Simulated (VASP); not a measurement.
Set up this calculation in VASP 6.6.1, as the native input.

- Task: electric field gradients
- Functional: PBE
- Potentials or basis: VASP PAW PBE potentials, release 64 (B, N)
- Cutoff: 520 eV
- k mesh: 13 × 13 × 13
- Occupations: fermi-dirac, width 0.03 eV
- Spin: no spin polarisation
- Dipole correction: no
- Further INCAR settings: ALGO = Normal; EDIFF = 1e-08; NBANDS = 11

The structure of BN lies in POSCAR:

```
BN
1.0
    0.0000000000      1.8075000000      1.8075000000
    1.8075000000      0.0000000000      1.8075000000
    1.8075000000      1.8075000000      0.0000000000
B N
1 1
Direct
    0.0000000000      0.0000000000      0.0000000000
    0.7500000000      0.7500000000      0.7500000000
```

The input as run:

INCAR

```
PREC = Accurate ; ENCUT = 520
EDIFF = 1E-8 ; ISMEAR = -1
SIGMA = 0.03 ; LREAL = False
LASPH = True ; NELM = 60
ALGO = Normal ; ISIF = 2
LWAVE = False ; LCHARG = False
GGA = PE ; LEFG = True
NBANDS = 11
```

KPOINTS

```
regular mesh
0
Gamma
  13 13 13
```

Potentials or basis: VASP PAW PBE potentials, release 64 (B, N).

Launch:

```console
$ cat potpaw_PBE.64/B/POTCAR potpaw_PBE.64/N/POTCAR > POTCAR
$ mpirun -np 1 vasp_std > vasp.out
```

Results of the run:

```
Pressure               : 3.3 GPa
Band gap on the k mesh : 4.53 eV, indirect (least direct gap 8.82 eV)
```

Caveat: without QUAD_EFG the Cq values of the log hold for a quadrupole moment of 1 mb, not for the nuclei.

Run time: 22 s on 1 thread of AMD EPYC 7R13, with other jobs on the host, peak memory 0.09 GiB.
